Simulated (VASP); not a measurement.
LaAgS2, 8 atoms in the cell. Symmetry: P4/nmm, No. 129, tetragonal system. The conventional cell has a = 4.527 Å, b = 4.527 Å, c = 9.052 Å, α = 90.00°, β = 90.00°, γ = 90.00°. Ag (site symmetry -4m2) has 4 S at 2.70 Å and 4 Ag at 3.20 Å and 4 La at 3.69 Å within 3.7 Å. Within 3.7 Å of La (site symmetry 4mm) lie 8 S at 2.78 to 3.51 Å and 4 Ag at 3.69 Å. Within 3.6 Å of S (site symmetry 4mm) lie 4 Ag at 2.70 Å and 4 La at 3.51 Å. Within 3.8 Å of S (site symmetry -4m2) lie 4 La at 2.78 Å and 8 S at 3.20 to 3.80 Å. 

| Item | Value |
| --- | --- |
| Program | VASP 6.6.1 |
| Task | single point |
| Functional | PBE |
| Potentials or basis | VASP PAW PBE potentials, release 64 (Ag, La, S) |
| Cutoff | 520 eV |
| k mesh | 5 × 5 × 2 |
| Occupations | gaussian, width 0.1649 eV |
| Spin | no spin polarisation |
| Dipole correction | no |
| Further INCAR settings | ALGO = Normal; EDIFF = 1e-06; NBANDS = 44 |

Potentials or basis: VASP PAW PBE potentials, release 64 (Ag, La, S).

The run is started by

```bash
$ cat potpaw_PBE.64/Ag/POTCAR potpaw_PBE.64/La/POTCAR potpaw_PBE.64/S/POTCAR > POTCAR
$ mpirun -np 1 vasp_std > vasp.out
```

Hardware: 1 thread of Intel(R) Xeon(R) Platinum 8488C (Sapphire Rapids) (shared host).

Question: Estimate the wall time of this run.

Answer: Wall time 89 s on 1 thread of Intel(R) Xeon(R) Platinum 8488C (Sapphire Rapids), on a shared host, peak memory 0.34 GiB. Counts: scf iterations 16, k points 12.
